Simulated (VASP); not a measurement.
Crystal: ScSiP.

```
Sc Si P
1.0
     0.00000    3.98873    0.00000
     3.98873    0.00000    0.00000
     1.99436    1.99436   -7.29314
Sc Si P
2 2 2
Direct
  0.50000 0.00000 0.00000
  0.00000 0.50000 0.00000
  0.12000 0.12000 0.76000
  0.88000 0.88000 0.24000
  0.32490 0.32490 0.35020
  0.67510 0.67510 0.64980
```

- Program: VASP 6.6.1
- Task: relaxation of cell and atoms
- Functional: PBE
- Potentials or basis: VASP PAW PBE potentials, release 64 (Sc_sv, Si, P)
- Cutoff: 600 eV
- k mesh: 7 × 7 × 7
- Occupations: fermi-dirac, width 0.1 eV
- Spin: no spin polarisation

At the start: pressure -1.6 GPa; volume 19.34 Å³/atom.

Question: Where does the relaxation end?

Answer: Over 16 steps the energy falls by 679.8 meV/atom and the volume is 17.69 Å³/atom (-8.5 %); space group I4/mmm (No. 139, to 0.1 Å) before and after.

Step by step:
```tsv
step	energy change (eV)	largest force (eV/Å)	pressure (GPa)	volume (Å³)
1	0.0000	2.6621	-1.59	116.03
2	-1.4802	2.3382	-3.33	112.65
3	-3.9593	0.4983	5.91	100.48
4	-3.9887	0.9512	1.27	102.93
5	-4.0218	0.5448	3.13	101.83
6	-4.0285	0.4872	-2.64	109.15
7	-4.0770	0.0125	-0.10	105.51
8	-4.0770	0.0058	-0.04	105.43
9	-4.0777	0.0546	0.21	105.39
10	-4.0777	0.0527	0.20	105.39
11	-4.0783	0.0400	0.12	105.64
12	-4.0788	0.0287	0.00	105.99
13	-4.0786	0.0127	-0.23	106.68
14	-4.0789	0.0226	-0.08	106.23
15	-4.0789	0.0115	0.04	106.13
16	-4.0790	0.0064	0.01	106.16
```

Final structure:
```
Sc Si P
1.0
     0.00000    4.28809    0.00000
     4.28809    0.00000    0.00000
     2.14404    2.14404   -5.77353
Sc Si P
2 2 2
Direct
  0.50000 0.00000 0.00000
  0.00000 0.50000 0.00000
  0.15539 0.15539 0.68922
  0.84461 0.84461 0.31078
  0.35109 0.35109 0.29782
  0.64891 0.64891 0.70218
```

Caveat: a cell axis changed by over 15 % at a fixed basis, so the end point is rough.
